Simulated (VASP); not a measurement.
A run of VASP 6.6.1:

The input INCAR:

```
  PREC = Accurate
  ENCUT = 520
  EDIFF = 1E-7
  ISMEAR = 0
  SIGMA = 0.05
  LREAL = False
  LASPH = True
  NELM = 80
  ALGO = Normal
  ISIF = 2
  LWAVE = False
  LCHARG = True
  GGA = PE
  LELF = True
  LVHAR = True
  NBANDS = 16
```

KPOINTS

```
regular mesh
0
Gamma
  10 10 10
```

Contents of POSCAR:

```
GaP
1.0
    0.0000000000      2.7527919388      2.7527919388
    2.7527919388      0.0000000000      2.7527919388
    2.7527919388      2.7527919388      0.0000000000
Ga P
1 1
Direct
    0.0000000000      0.0000000000      0.0000000000
    0.7500000000      0.7500000000      0.7500000000
```

Potentials or basis: VASP PAW PBE potentials, release 64 (Ga_d, P).

The run is started by

```bash
$ cat potpaw_PBE.64/Ga_d/POTCAR potpaw_PBE.64/P/POTCAR > POTCAR
$ mpirun -np 1 vasp_std > vasp.out
```

Hardware: 1 thread of Intel(R) Xeon(R) 6975P-C (Granite Rapids), with other jobs on the host.

Q: How long does it take, and how much memory?

A: Run time: 19 s on 1 thread of Intel(R) Xeon(R) 6975P-C (Granite Rapids) (shared host), peak memory 0.18 GiB. Counts: scf iterations 14, k points 47.
